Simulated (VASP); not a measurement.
Here is a VASP 6.6.1 calculation.

File INCAR:

```
  PREC = Accurate
  ENCUT = 520
  EDIFF = 1E-6
  ISMEAR = 0
  SIGMA = 0.1
  LREAL = False
  LASPH = True
  NELM = 150
  ALGO = Normal
  ISIF = 2
  LWAVE = False
  LCHARG = False
  ISPIN = 2
  MAGMOM = 0 0 0 0 0 1
  LORBIT = 11
  LMAXMIX = 4
  GGA = PE
  NBANDS = 40
```

Contents of KPOINTS:

```
Automatic mesh
0
Gamma
  3 3 3
```

POSCAR

```
Ga2Te3Pd
1.0
    3.0813237500      1.7790031000      4.8613187200
   -3.0813237500      1.7790031000      4.8613187200
    0.0000000000     -3.5580062000      4.8613187200
Ga Te Pd
2 3 1
Direct
    0.6234802600      0.6234802600      0.6234802600
    0.3765197400      0.3765197400      0.3765197400
    0.0000000000      0.5000000000      0.0000000000
    0.5000000000      0.0000000000      0.0000000000
    0.0000000000      0.0000000000      0.5000000000
    0.0000000000      0.0000000000      0.0000000000
```

Potentials or basis: VASP PAW PBE potentials, release 64 (Ga_d, Te, Pd).

Command:

```console
$ cat potpaw_PBE.64/Ga_d/POTCAR potpaw_PBE.64/Te/POTCAR potpaw_PBE.64/Pd/POTCAR > POTCAR
$ mpirun -np 1 vasp_std > vasp.out
```

Q: Estimate the largest force.

A: 0.170 eV/Å.

Q: What does it give for the band gap on the k mesh?

A: Zero (filled and empty bands overlap).

Q: What does it give for the net moment?

A: 0.00 μB per cell.

Q: Predict the pressure.

A: 0.8 GPa.

Forces in eV/Å, atoms in the order of the input:
```
Ga   0.000  0.000  0.170
Ga   0.000  0.000 -0.170
Te   0.000  0.000  0.000
Te   0.000  0.000  0.000
Te   0.000  0.000  0.000
Pd   0.000  0.000  0.000
```

Caveat: the k points lie up to 0.42 Å⁻¹ apart, too coarse for converged energies and pressures of a metal; spin-orbit coupling is left out, which moves the levels of the heavy elements.
